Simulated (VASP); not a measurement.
PbSe: single point with PBE

The system is PbSe.

```
Pb Se
1.0
     0.00000    3.18464    3.06215
     2.93966    0.00000    3.06215
     2.93966    3.18464    0.00000
Pb Se
1 1
Direct
  0.00000 0.00000 0.00000
  0.50000 0.50000 0.50000
```

This cell differs from its parent crystal: strain -0.0400 x Voigt [1, -1, 0, 0, 0, 0].

```yaml
Program: VASP 6.6.1
Task: single point
Functional: PBE
Potentials_or_basis: VASP PAW PBE potentials, release 64 (Pb_d, Se)
Cutoff: 520 eV
k_mesh: 10 × 10 × 10
Occupations: gaussian, width 0.03 eV
Spin: no spin polarisation
```

| Item | Value |
| --- | --- |
| Pressure | 3.2 GPa |
| Band gap on the k mesh | 0.15 eV, direct |

Stress tensor (GPa, compression positive):
```
 8.80  0.00  0.00
 0.00 -1.66  0.00
 0.00  0.00  2.34
```

Levels at points of the mesh, in eV from the valence-band top:
| k point | band 7 | band 8 | band 9 | band 10 | band 11 | band 12 | band 13 | band 14 |
| --- | --- | --- | --- | --- | --- | --- | --- | --- |
| (0.00, 0.00, 0.00) | -6.38 | -2.37 | -1.97 | -1.67 | 3.77 | 4.58 | 5.61 | 6.19 |
| (0.50, 0.00, 0.00) | -8.95 | -1.68 | -1.52 | 0.00 | 0.15 | 1.42 | 1.82 | 8.41 |
| (0.50, 0.50, 0.00) | -7.47 | -5.11 | -3.77 | -2.93 | 3.62 | 4.61 | 5.94 | 6.48 |
| (0.50, 0.00, 0.50) | -7.27 | -5.03 | -3.50 | -3.05 | 3.75 | 5.24 | 5.46 | 6.25 |
| (0.00, 0.50, 0.50) | -7.64 | -5.19 | -3.64 | -3.24 | 3.44 | 4.89 | 5.76 | 6.45 |

It took 48 s on 1 thread of Intel(R) Xeon(R) 6975P-C (Granite Rapids), with other jobs on the host, peak memory 0.31 GiB.

Caveat: the cell differs from its parent crystal (strain -0.0400 x Voigt [1, -1, 0, 0, 0, 0]); spin-orbit coupling is left out, which moves the levels of the heavy elements. A k mesh can miss the band edges.
